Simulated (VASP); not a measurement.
# Fe (Fm-3m) in VASP: single point with PBE

Aim: the single point of Fe with PBE.

All numbers are computed with VASP 6.6.1; they aren't measurements. Logs are shortened: lines on timing, memory, paths and dates and some standing lists are left out, and cuts for length are marked.

### Step 1. The cell of the first run

The structure is cubic, space group Fm-3m (No. 225). Conventional cell: a = 3.484 Å, b = 3.484 Å, c = 3.484 Å, α = 90.00°, β = 90.00°, γ = 90.00°. Fe (site symmetry m-3m) has 12 Fe at 2.46 Å within 3.3 Å.

This isn't the form of Fe at room conditions, which is bcc.

### Step 2. Single point, PBE, collinear spin, ferromagnetic start

INCAR reads:

```
SYSTEM = Fe
  ALGO = Normal
  EDIFF = 1E-6
  ENCUT = 600
  GGA = PE
  GGA_COMPAT = .False.
  ISIF = 2
  ISMEAR = -1
  ISPIN = 2
  ISYM = 0
  LASPH = .True.
  LCHARG = .True.
  LELF = .True.
  LMAXMIX = 4
  LORBIT = 11
  LREAL = .False.
  LVHAR = .True.
  LWAVE = .False.
  MAGMOM = 4 4
  NBANDS = 19
  NELM = 200
  PREC = Accurate
  SIGMA = 0.1
```

KPOINTS reads:

```
k-points
0
Gamma
  7 13 13
  0 0 0
```

POSCAR reads:

```
Fe
1.0
    0.0000000000      3.4840000000      3.4840000000
    1.7420000000      0.0000000000      1.7420000000
    1.7420000000      1.7420000000      0.0000000000
Fe
2
Direct
    0.0000000000      0.0000000000      0.0000000000
    0.5000000000      0.0000000000      0.0000000000
```

Potentials or basis: VASP PAW PBE potentials, release 64 (Fe).

Command:

```bash
$ cat potpaw_PBE.64/Fe/POTCAR > POTCAR
$ mpirun -np 1 vasp_std > vasp.out
```

OUTCAR:

```text
SYSTEM = Fe
   EDIFF = 1E-6
   ENCUT = 600
   GGA = PE
   ISIF = 2
   ISMEAR = -1
   ISPIN = 2
   ISYM = 0
   LASPH = .True.
   LORBIT = 11
   LREAL = .False.
   NELM = 200
   PREC = Accurate

 ion  position               nearest neighbor table
   1  0.000  0.000  0.000-   2 2.46   2 2.46   2 2.46   2 2.46   2 2.46   2 2.46
   2  0.500  0.000  0.000-   1 2.46   1 2.46   1 2.46   1 2.46   1 2.46   1 2.46

IMPORTANT INFORMATION: All symmetrisations will be switched off!
NOSYMM: (Re-)initialisation of all symmetry stuff for point group C_1.

----------------------------------------------------------------------------------------

                                     Primitive cell

  volume of cell :      21.1448

  direct lattice vectors                    reciprocal lattice vectors
     0.000000000  3.484000000  3.484000000    -0.143513203  0.143513203  0.143513203
     1.742000000  0.000000000  1.742000000     0.287026406 -0.287026406  0.287026406
     1.742000000  1.742000000  0.000000000     0.287026406  0.287026406 -0.287026406

  length of vectors
     4.927120051  2.463560026  2.463560026     0.248572160  0.497144319  0.497144319

  position of ions in fractional coordinates (direct lattice)
     0.000000000  0.000000000  0.000000000
     0.500000000  0.000000000  0.000000000

  ion indices of the primitive-cell ions
   primitive index   ion index
                 1           1
                 2           2

----------------------------------------------------------------------------------------

 KPOINTS: k-points

Automatic generation of k-mesh.
 Grid dimensions read from file:
 generate k-points for:    7   13   13

 Generating k-lattice:

  Cartesian coordinates                     Fractional coordinates (reciprocal lattice)
    -0.020501886  0.020501886  0.020501886     0.142857143  0.000000000  0.000000000
     0.022078954 -0.022078954  0.022078954     0.000000000  0.076923077  0.000000000
     0.022078954  0.022078954 -0.022078954     0.000000000  0.000000000  0.076923077

  Length of vectors
     0.035510309  0.038241871  0.038241871

  Shift w.r.t. Gamma in fractional coordinates (k-lattice)
     0.000000000  0.000000000  0.000000000

 -----------------------------------------------------------------------------
|                                                                             |
|           W    W    AA    RRRRR   N    N  II  N    N   GGGG   !!!           |
|           W    W   A  A   R    R  NN   N  II  NN   N  G    G  !!!           |
|           W    W  A    A  R    R  N N  N  II  N N  N  G       !!!           |
|           W WW W  AAAAAA  RRRRR   N  N N  II  N  N N  G  GGG   !            |
|           WW  WW  A    A  R   R   N   NN  II  N   NN  G    G                |
|           W    W  A    A  R    R  N    N  II  N    N   GGGG   !!!           |
|                                                                             |
|     Your reciprocal lattice and k-lattice belong to different lattice       |
|     classes:                                                                |
|                                                                             |
|        The reciprocal lattice is rhombohedral (trigonal),                   |
|        whereas your k-lattice is base-centered monoclinic.                  |
|                                                                             |
|     Results are often still useful ...                                      |
|                                                                             |
 -----------------------------------------------------------------------------

 WARNING: IBZKPT: internal override: KBLOWUP is changed to .FALSE.
      ... skipping the blow-up phase ...

 Subroutine IBZKPT returns following result:
 ===========================================

 Found    592 irreducible k-points:

 Following reciprocal coordinates:
            Coordinates               Weight
  0.000000  0.000000  0.000000      1.000000
  0.142857  0.000000  0.000000      2.000000
  0.285714  0.000000  0.000000      2.000000
  0.428571  0.000000  0.000000      2.000000
  0.000000  0.076923  0.000000      2.000000
  0.142857  0.076923  0.000000      2.000000
[... 16 lines left out ...]
 -0.428571  0.230769  0.000000      2.000000
 -0.285714  0.230769  0.000000      2.000000
 [... further k-points ...]
   k-points           NKPTS =    592   k-points in BZ     NKDIM =    592   number of bands    NBANDS=     19
   number of dos      NEDOS =    301   number of ions     NIONS =      2
   total plane-waves  NPLWV =  16000
   dimension x,y,z NGX =    40 NGY =   20 NGZ =   20
   dimension x,y,z NGXF=    80 NGYF=   40 NGZF=   40
   ions per type =               2
   NGX,Y,Z   is equivalent  to a cutoff of  13.50, 13.50, 13.50 a.u.
   NGXF,Y,Z  is equivalent  to a cutoff of  26.99, 26.99, 26.99 a.u.
 SYSTEM =  Fe
   PREC   = accura    normal or accurate (medium, high low for compatibility)
   ISTART =      0    job   : 0-new  1-cont  2-samecut
   ICHARG =      2    charge: 1-file 2-atom 10-const
   ISPIN  =      2    spin polarized calculation?
   LNONCOLLINEAR =      F non collinear calculations
   LSORBIT =      F    spin-orbit coupling
   LASPH  =      T    aspherical Exc in radial PAW
   ENCUT  =  600.0 eV  44.10 Ry    6.64 a.u.   9.84  4.92  4.92*2*pi/ulx,y,z
   NELM   =    200;   NELMIN=  2; NELMDL= -5     # of ELM steps
   EDIFF  = 0.1E-05   stopping-criterion for ELM
   LREAL  =      F    real-space projection
   EDIFFG = 0.1E-04   stopping-criterion for IOM
   NSW    =      0    number of steps for IOM
   IBRION =     -1    ionic relax: 0-MD 1-quasi-New 2-CG
   NFREE  =      0    steps in history (QN), initial steepest desc. (CG)
   ISIF   =      2    stress and relaxation
   ISYM   =      0    0-nonsym 1-usesym 2-fastsym
   POTIM  = 0.5000    time-step for ionic-motion
   TEBEG  =    0.0;   TEEND  =   0.0 temperature during run
   PSTRESS=    0.0 pullay stress
   NELECT =      16.0000    total number of electrons
   NUPDOWN=      -1.0000    fix difference up-down
   EMIN   =  10.00;   EMAX   =-10.00  energy-range for DOS
   EFERMI =   0.00;   METHOD = LEGACY
   ISMEAR =    -1;   SIGMA  =   0.10  broadening in eV -4-tet -1-fermi 0-gaus
   EFERMI_NEDOS =   21; number of points for ismear=-14 and -15
   IALGO  =     38    algorithm
   IMIX   =      4    mixing-type and parameters
     AMIX     =   0.40;   BMIX     =  1.00
     AMIX_MAG =   1.60;   BMIX_MAG =  1.00
  volume/ion in A,a.u.               =      10.57        71.35
  Fermi-wavevector in a.u.,A,eV,Ry     =   1.491809  2.819111 30.279702  2.225495
  Thomas-Fermi vector in A             =   2.604417
   LORBIT       =     11    0 simple, 1 ext, 2 COOP (PROOUT), +10 PAW based schemes
   GGA     = PE    functional components
   LHFCALC =     F    Hartree Fock is set to
   AEXX    =    0.0000 exact exchange contribution
   IVDW    =     0    specifies the selected vdW correction
   LEPSILON=     F    determine dielectric tensor
   LRPA    =     F    only Hartree local field effects (RPA)
 spin polarized calculation
  energy-cutoff  :      600.00
  volume of cell :       21.14
 maximum number of plane-waves:       720
   NGX = 19   NGY =  9   NGZ =  9

 number of electron      16.0000007 magnetization       2.0131208

 Free energy of the ion-electron system (eV)
  ---------------------------------------------------
  ext. energy  EPLUGINS =         0.00000000
  ---------------------------------------------------
  free energy    TOTEN  =       -16.24158397 eV

  energy without entropy =      -16.14159063  energy(sigma->0) =      -16.19158730

 E-fermi :   6.5547     XC(G=0): -13.5645

 val. band max:        6.5506114818   @ k =  -0.1429   0.3846   0.3846
 cond. band min:       6.5570722088   @ k =  -0.1429   0.2308   0.2308
 fundamental gap:      0.0064607270
 Fermi energy:         6.5547412258

 spin component 1

 k-point     1 :       0.0000    0.0000    0.0000
  band No.  band energies     occupation
      1      -2.2510      1.00000
      2       1.6151      1.00000
      3       4.3182      1.00000
      4       4.3183      1.00000
      5       4.6187      1.00000
      6       4.6206      1.00000
[... 11 lines left out ...]
     18      34.6391      0.00000
     19      34.6400      0.00000

 k-point     2 :       0.1429    0.0000    0.0000
  band No.  band energies     occupation
      1      -2.0396      1.00000
      2       1.5625      1.00000
      3       4.3646      1.00000
      4       4.3647      1.00000
      5       4.5454      1.00000
      6       4.6788      1.00000
[... 476 lines left out ...]
 k-point    24 :      -0.2857    0.2308    0.0000
  band No.  band energies     occupation
      1       1.0407      1.00000
      2       1.4680      1.00000
      3       3.1482      1.00000
      4       3.8535      1.00000
      5       4.4609      1.00000
      6       4.6802      1.00000
[... 11 lines left out ...]
     18      29.6827      0.00000
     19      32.5144      0.00000

 [... further k-points ...]

 spin component 2

 k-point     1 :       0.0000    0.0000    0.0000
  band No.  band energies     occupation
      1      -2.1459      1.00000
      2       2.0394      1.00000
      3       5.3098      1.00000
      4       5.3112      1.00000
      5       5.3119      1.00000
      6       5.4284      0.99999
[... 11 lines left out ...]
     18      34.9090      0.00000
     19      34.9093      0.00000

 k-point     2 :       0.1429    0.0000    0.0000
  band No.  band energies     occupation
      1      -1.9339      1.00000
      2       1.9550      1.00000
      3       5.2288      1.00000
      4       5.3721      0.99999
      5       5.3734      0.99999
      6       5.4667      0.99998
[... 476 lines left out ...]
 k-point    24 :      -0.2857    0.2308    0.0000
  band No.  band energies     occupation
      1       1.2134      1.00000
      2       1.8596      1.00000
      3       3.7347      1.00000
      4       4.4358      1.00000
      5       5.4796      0.99998
      6       5.6331      0.99990
[... 11 lines left out ...]
     18      29.8700      0.00000
     19      32.5546      0.00000

 [... further k-points ...]
[... 5 lines left out ...]
  --------------------------------------------------------------------------------------
  -------------------------------------------------------------------------------------
  Total       -0.0975621     -0.1045381     -0.1044743     -0.0028195      0.0057601     -0.0028204
  in kB       -7.3924331     -7.9210103     -7.9161777     -0.2136384      0.4364481     -0.2137065
  external PRESSURE =      -7.7432070 kB  Pullay stress =       0.0000000 kB

 VOLUME and BASIS-vectors are now :
 -----------------------------------------------------------------------------
  energy-cutoff  :      600.00
  volume of cell :       21.14
      direct lattice vectors                 reciprocal lattice vectors
     0.000000000  3.484000000  3.484000000    -0.143513203  0.143513203  0.143513203
     1.742000000  0.000000000  1.742000000     0.287026406 -0.287026406  0.287026406
     1.742000000  1.742000000  0.000000000     0.287026406  0.287026406 -0.287026406

 POSITION                                       TOTAL-FORCE (eV/Angst)
 -----------------------------------------------------------------------------------
      0.00000      0.00000      0.00000         0.000000     -0.000000      0.000000
      0.00000      1.74200      1.74200        -0.000000      0.000000     -0.000000
 -----------------------------------------------------------------------------------
    total drift:                                0.000000     -0.000000     -0.000000

  FREE ENERGIE OF THE ION-ELECTRON SYSTEM (eV)
  ---------------------------------------------------
  free  energy   TOTEN  =       -16.2415839744 eV

  energy  without entropy=      -16.1415906328  energy(sigma->0) =      -16.19158730

 total charge

# of ion       s       p       d       tot
------------------------------------------
    1        0.521   0.602   6.299   7.422
    2        0.521   0.602   6.299   7.422
--------------------------------------------------
tot          1.042   1.204  12.598  14.844

 magnetization (x)

# of ion       s       p       d       tot
------------------------------------------
    1       -0.006  -0.020   1.022   0.996
    2       -0.006  -0.020   1.022   0.996
--------------------------------------------------
tot         -0.012  -0.040   2.044   1.992
```

Run time: 11 min. Hardware: 1 thread of Oxide Virtual Turin-like, shared host; peak memory 0.45 GiB.

Results:

| Property | Result |
| --- | --- |
| Free energy | -16.2416 eV |
| Pressure | -0.8 GPa |
| Band gap on the k mesh | zero (filled and empty bands overlap) |
| Net moment | 2.01 μB per cell |
| Site moments | Fe +1.00 μB |
| Valence electrons inside the program's atomic spheres | Fe 7.42 |

Levels at points of the mesh, in eV from the Fermi level:
Spin up:
| k point | band 6 | band 7 | band 8 | band 9 | band 10 | band 11 | band 12 | band 13 |
| --- | --- | --- | --- | --- | --- | --- | --- | --- |
| (0.00, 0.00, 0.00) | -1.93 | -1.93 | -0.86 | -0.86 | 0.05 | 0.38 | 0.38 | 7.70 |
Spin down:
```csv
k point,band 4,band 5,band 6,band 7,band 8,band 9,band 10,band 11
"(0.00, 0.00, 0.00)",-1.24,-1.24,-1.13,-1.13,0.13,0.69,0.70,1.50
```
